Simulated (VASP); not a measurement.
# HgPt (P4/mmm) in VASP: single point with LDA

Aim: the single point of HgPt with LDA.

All numbers are computed with VASP 6.6.1; they aren't measurements. Logs are shortened: lines on timing, memory, paths and dates and some standing lists are left out, and cuts for length are marked.

## Step 1: The cell of the first run

Symmetry: P4/mmm, No. 123, tetragonal system. Conventional cell: a = 3.024 Å, b = 3.024 Å, c = 3.988 Å, α = 90.00°, β = 90.00°, γ = 90.00°. Hg (site symmetry 4/mmm) has 8 Pt at 2.92 Å and 6 Hg at 3.02 to 3.99 Å within 4.0 Å. Pt (site symmetry 4/mmm) has 8 Hg at 2.92 Å and 6 Pt at 3.02 to 3.99 Å within 4.0 Å.

## Step 2: Single point, LDA (18.23 Å³/atom)

File INCAR:

```
SYSTEM = HgPt
PREC = Accurate
ENCUT = 500
EDIFF = 1E-6
ISMEAR = -1
SIGMA = 0.05
LREAL = .False.
LASPH = .True.
NELM = 120
ALGO = Normal
ISIF = 2
LWAVE = .False.
LCHARG = .False.
GGA = CA
NBANDS = 18
GGA_COMPAT = .False.
```

File KPOINTS:

```
regular mesh
0
Gamma
  12 12 9
  0 0 0
```

File POSCAR:

```
HgPt
1.0
    3.0236610000      0.0000000000      0.0000000000
    0.0000000000      3.0236610000      0.0000000000
    0.0000000000      0.0000000000      3.9876600000
Hg Pt
1 1
Direct
    0.0000000000      0.0000000000      0.0000000000
    0.5000000000      0.5000000000      0.5000000000
```

Potentials or basis: VASP PAW LDA potentials, release 64 (Hg, Pt).

Run with:

```sh
$ cat potpaw_LDA.64/Hg/POTCAR potpaw_LDA.64/Pt/POTCAR > POTCAR
$ mpirun -np 1 vasp_std > vasp.out
```

OUTCAR:

```text
SYSTEM = HgPt
   PREC = Accurate
   ENCUT = 500
   EDIFF = 1E-6
   ISMEAR = -1
   LREAL = .False.
   LASPH = .True.
   NELM = 120
   ISIF = 2
   GGA = CA

 ion  position               nearest neighbor table
   1  0.000  0.000  0.000-   2 2.92   2 2.92   2 2.92   2 2.92   2 2.92   2 2.92   2 2.92   2 2.92

   2  0.500  0.500  0.500-   1 2.92   1 2.92   1 2.92   1 2.92   1 2.92   1 2.92   1 2.92   1 2.92

  LATTYP: Found a simple tetragonal cell.
 ALAT       =     3.0236610000
 C/A-ratio  =     1.3188184787

  Lattice vectors:

 A1 = (   3.0236610000,   0.0000000000,   0.0000000000)
 A2 = (   0.0000000000,   3.0236610000,   0.0000000000)
 A3 = (   0.0000000000,   0.0000000000,   3.9876600000)

Analysis of symmetry for initial positions (statically):
=====================================================================
 Subroutine PRICEL returns:
 Original cell was already a primitive cell.

 Routine SETGRP: Setting up the symmetry group for a
 simple tetragonal supercell.

 Subroutine GETGRP returns: Found 16 space group operations
 (whereof 16 operations were pure point group operations)
 out of a pool of 16 trial point group operations.

The static configuration has the point symmetry D_4h.

Analysis of symmetry for dynamics (positions and initial velocities):
=====================================================================
 Subroutine PRICEL returns:
 Original cell was already a primitive cell.

 Routine SETGRP: Setting up the symmetry group for a
 simple tetragonal supercell.

 Subroutine GETGRP returns: Found 16 space group operations
 (whereof 16 operations were pure point group operations)
 out of a pool of 16 trial point group operations.

The dynamic configuration has the point symmetry D_4h.

 Subroutine INISYM returns: Found 16 space group operations
 (whereof 16 operations are pure point group operations),
 and found     1 'primitive' translations

----------------------------------------------------------------------------------------

                                     Primitive cell

  volume of cell :      36.4573

  direct lattice vectors                    reciprocal lattice vectors
     3.023661000  0.000000000  0.000000000     0.330724906  0.000000000  0.000000000
     0.000000000  3.023661000  0.000000000     0.000000000  0.330724906  0.000000000
     0.000000000  0.000000000  3.987660000     0.000000000  0.000000000  0.250773637

  length of vectors
     3.023661000  3.023661000  3.987660000     0.330724906  0.330724906  0.250773637

  position of ions in fractional coordinates (direct lattice)
     0.000000000  0.000000000  0.000000000
     0.500000000  0.500000000  0.500000000

  ion indices of the primitive-cell ions
   primitive index   ion index
                 1           1
                 2           2

----------------------------------------------------------------------------------------

 KPOINTS: regular mesh

Automatic generation of k-mesh.
 Grid dimensions read from file:
 generate k-points for:   12   12    9

 Generating k-lattice:

  Cartesian coordinates                     Fractional coordinates (reciprocal lattice)
     0.027560409  0.000000000  0.000000000     0.083333333  0.000000000  0.000000000
     0.000000000  0.027560409  0.000000000     0.000000000  0.083333333  0.000000000
     0.000000000  0.000000000  0.027863737     0.000000000  0.000000000  0.111111111

  Length of vectors
     0.027560409  0.027560409  0.027863737

  Shift w.r.t. Gamma in fractional coordinates (k-lattice)
     0.000000000  0.000000000  0.000000000

 Subroutine IBZKPT returns following result:
 ===========================================

 Found    140 irreducible k-points:

 Following reciprocal coordinates:
            Coordinates               Weight
  0.000000  0.000000  0.000000      1.000000
  0.083333  0.000000  0.000000      4.000000
  0.166667  0.000000  0.000000      4.000000
  0.250000  0.000000  0.000000      4.000000
  0.333333  0.000000  0.000000      4.000000
  0.416667  0.000000  0.000000      4.000000
[... 16 lines left out ...]
  0.333333  0.333333  0.000000      4.000000
  0.416667  0.333333  0.000000      8.000000
 [... further k-points ...]
   k-points           NKPTS =    140   k-points in BZ     NKDIM =    140   number of bands    NBANDS=     18
   number of dos      NEDOS =    301   number of ions     NIONS =      2
   total plane-waves  NPLWV =  17280
   dimension x,y,z NGX =    24 NGY =   24 NGZ =   30
   dimension x,y,z NGXF=    48 NGYF=   48 NGZF=   60
   ions per type =               1   1
   NGX,Y,Z   is equivalent  to a cutoff of  13.20, 13.20, 12.51 a.u.
   NGXF,Y,Z  is equivalent  to a cutoff of  26.39, 26.39, 25.01 a.u.
 SYSTEM =  HgPt
   PREC   = accura    normal or accurate (medium, high low for compatibility)
   ISTART =      0    job   : 0-new  1-cont  2-samecut
   ICHARG =      2    charge: 1-file 2-atom 10-const
   ISPIN  =      1    spin polarized calculation?
   LNONCOLLINEAR =      F non collinear calculations
   LSORBIT =      F    spin-orbit coupling
   LASPH  =      T    aspherical Exc in radial PAW
   ENCUT  =  500.0 eV  36.75 Ry    6.06 a.u.   5.51  5.51  7.27*2*pi/ulx,y,z
   NELM   =    120;   NELMIN=  2; NELMDL= -5     # of ELM steps
   EDIFF  = 0.1E-05   stopping-criterion for ELM
   LREAL  =      F    real-space projection
   EDIFFG = 0.1E-04   stopping-criterion for IOM
   NSW    =      0    number of steps for IOM
   IBRION =     -1    ionic relax: 0-MD 1-quasi-New 2-CG
   NFREE  =      0    steps in history (QN), initial steepest desc. (CG)
   ISIF   =      2    stress and relaxation
   ISYM   =      2    0-nonsym 1-usesym 2-fastsym
   POTIM  = 0.5000    time-step for ionic-motion
   TEBEG  =    0.0;   TEEND  =   0.0 temperature during run
   PSTRESS=    0.0 pullay stress
   NELECT =      22.0000    total number of electrons
   NUPDOWN=      -1.0000    fix difference up-down
   EMIN   =  10.00;   EMAX   =-10.00  energy-range for DOS
   EFERMI =   0.00;   METHOD = LEGACY
   ISMEAR =    -1;   SIGMA  =   0.05  broadening in eV -4-tet -1-fermi 0-gaus
   EFERMI_NEDOS =   21; number of points for ismear=-14 and -15
   IALGO  =     38    algorithm
   IMIX   =      4    mixing-type and parameters
     AMIX     =   0.40;   BMIX     =  1.00
     AMIX_MAG =   1.60;   BMIX_MAG =  1.00
  volume/ion in A,a.u.               =      18.23       123.01
  Fermi-wavevector in a.u.,A,eV,Ry     =   1.383421  2.614286 26.039550  1.913853
  Thomas-Fermi vector in A             =   2.508020
   LORBIT       =      0    0 simple, 1 ext, 2 COOP (PROOUT), +10 PAW based schemes
   GGA     = CA    functional components
   LHFCALC =     F    Hartree Fock is set to
   AEXX    =    0.0000 exact exchange contribution
   IVDW    =     0    specifies the selected vdW correction
   LEPSILON=     F    determine dielectric tensor
   LRPA    =     F    only Hartree local field effects (RPA)
 non-spin polarized calculation
  energy-cutoff  :      500.00
  volume of cell :       36.46
 maximum number of plane-waves:       950
 NGX is ok and might be reduce to    24
   NGX = 11   NGY = 11   NGZ = 15

 number of electron      22.0000007 magnetization

 Free energy of the ion-electron system (eV)
  ---------------------------------------------------
  ext. energy  EPLUGINS =         0.00000000
  ---------------------------------------------------
  free energy    TOTEN  =        -8.43111960 eV

  energy without entropy =       -8.42536983  energy(sigma->0) =       -8.42824471

 E-fermi :   6.2366     XC(G=0): -12.6017

 val. band max:        6.2234717011   @ k =   0.4167   0.1667   0.4444
 cond. band min:       6.2449608047   @ k =   0.0833   0.0833   0.2222
 fundamental gap:      0.0214891036
 Fermi energy:         6.2365508059

 k-point     1 :       0.0000    0.0000    0.0000
  band No.  band energies     occupation
      1      -3.6377      2.00000
      2      -2.0418      2.00000
      3      -1.7974      2.00000
      4      -0.4890      2.00000
      5      -0.4890      2.00000
      6       0.0630      2.00000
[... 10 lines left out ...]
     17      21.5359      0.00000
     18      23.5441      0.00000

 k-point     2 :       0.0833    0.0000    0.0000
  band No.  band energies     occupation
      1      -3.4921      2.00000
      2      -1.9805      2.00000
      3      -1.7338      2.00000
      4      -0.5415      2.00000
      5      -0.4681      2.00000
      6       0.0184      2.00000
[... 10 lines left out ...]
     17      21.9449      0.00000
     18      23.2193      0.00000

 k-point     3 :       0.1667    0.0000    0.0000
  band No.  band energies     occupation
      1      -3.0771      2.00000
      2      -1.8262      2.00000
      3      -1.5248      2.00000
      4      -0.6822      2.00000
      5      -0.4100      2.00000
      6      -0.1015      2.00000
[... 10 lines left out ...]
     17      21.4356      0.00000
     18      22.5653      0.00000

 k-point     4 :       0.2500    0.0000    0.0000
  band No.  band energies     occupation
      1      -2.4903      2.00000
      2      -1.5952      2.00000
      3      -1.1559      2.00000
      4      -0.8674      2.00000
      5      -0.3280      2.00000
      6      -0.2602      2.00000
[... 375 lines left out ...]
      4      -1.0228      2.00000
      5      -0.5196      2.00000
      6       2.5105      2.00000
[... 10 lines left out ...]
     17      16.3963      0.00000
     18      17.5869      0.00000

 k-point    23 :       0.3333    0.3333    0.0000
  band No.  band energies     occupation
      1      -1.7612      2.00000
      2      -1.3479      2.00000
      3      -1.1845      2.00000
      4      -1.1024      2.00000
      5      -0.2147      2.00000
      6       1.2206      2.00000
[... 10 lines left out ...]
     17      18.1092      0.00000
     18      18.2813      0.00000

 k-point    24 :       0.4167    0.3333    0.0000
  band No.  band energies     occupation
      1      -1.9065      2.00000
      2      -1.4692      2.00000
      3      -1.3129      2.00000
      4      -1.1150      2.00000
      5       0.0452      2.00000
      6       2.0627      2.00000
[... 10 lines left out ...]
     17      17.2476      0.00000
     18      17.3200      0.00000

 [... further k-points ...]

------------------------ aborting loop because EDIFF is reached ----------------------------------------

  FORCE on cell =-STRESS in cart. coord.  units (eV):
  Direction    XX          YY          ZZ          XY          YZ          ZX
  --------------------------------------------------------------------------------------
  -------------------------------------------------------------------------------------
  Total       -2.6351825     -2.6351825     -2.7658457      0.0000000      0.0000000      0.0000000
  in kB     -115.8075752   -115.8075752   -121.5497895      0.0000000      0.0000000      0.0000000
  external PRESSURE =    -117.7216466 kB  Pullay stress =       0.0000000 kB

 VOLUME and BASIS-vectors are now :
 -----------------------------------------------------------------------------
  energy-cutoff  :      500.00
  volume of cell :       36.46
      direct lattice vectors                 reciprocal lattice vectors
     3.023661000  0.000000000  0.000000000     0.330724906  0.000000000  0.000000000
     0.000000000  3.023661000  0.000000000     0.000000000  0.330724906  0.000000000
     0.000000000  0.000000000  3.987660000     0.000000000  0.000000000  0.250773637

 POSITION                                       TOTAL-FORCE (eV/Angst)
 -----------------------------------------------------------------------------------
      0.00000      0.00000      0.00000         0.000000      0.000000      0.000000
      1.51183      1.51183      1.99383         0.000000      0.000000      0.000000
 -----------------------------------------------------------------------------------
    total drift:                                0.000000      0.000000     -0.000000

  FREE ENERGIE OF THE ION-ELECTRON SYSTEM (eV)
  ---------------------------------------------------
  free  energy   TOTEN  =        -8.4311196025 eV

  energy  without entropy=       -8.4253698261  energy(sigma->0) =       -8.42824471
```

Run time: 38 s. Hardware: 1 thread of AMD EPYC 9R45 (Zen 5), shared host; peak memory 0.17 GiB.

What came out:

```
Free energy            : -8.4311 eV
Pressure               : -11.8 GPa
Band gap on the k mesh : zero (bands 11 and 12 overlap by 3.30 eV)
```

Stress tensor (GPa, compression positive):
```
-11.58   0.00   0.00
  0.00 -11.58   0.00
  0.00   0.00 -12.15
```

Caveat: the cell stands under tension; spin-orbit coupling is left out, which moves the levels of the heavy elements.
